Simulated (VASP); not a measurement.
## AlP: single point with PBE

AlP:

```xyz
2
Lattice="0.0000 2.6652 2.6652 2.6652 0.0000 2.6652 2.6652 2.6652 0.0000" Properties=species:S:1:pos:R:3 pbc="T T T"
Al    0.0000    0.0000    0.0000
P     1.3326    1.3326    1.3326
```

```
Program             : VASP 6.6.1
Task                : single point
Functional          : PBE
Potentials or basis : VASP PAW PBE potentials, release 64 (Al, P)
Cutoff              : 500 eV
k mesh              : 6 × 6 × 6
Occupations         : gaussian, width 0.01 eV
Spin                : no spin polarisation
```

* Pressure: 9.9 GPa
* Band gap on the k mesh: 1.42 eV, indirect (least direct gap 3.68 eV)

Levels at points of the mesh, in eV from the valence-band top:
| k point | band 1 | band 2 | band 3 | band 4 | band 5 | band 6 | band 7 | band 8 | band 9 |
| --- | --- | --- | --- | --- | --- | --- | --- | --- | --- |
| (0.00, 0.00, 0.00) | -11.94 | 0.00 | 0.00 | 0.00 | 3.93 | 4.66 | 4.66 | 4.66 | 8.91 |
| (0.50, 0.00, 0.00) | -10.07 | -5.86 | -0.81 | -0.81 | 3.08 | 4.83 | 4.83 | 8.46 | 11.76 |
| (0.50, 0.50, 0.00) | -9.33 | -5.56 | -2.26 | -2.26 | 1.42 | 2.43 | 11.70 | 11.70 | 12.38 |

It took 13 s on 1 thread of AMD EPYC 7R13 (shared host), peak memory 0.12 GiB.

A k mesh can miss the band edges.
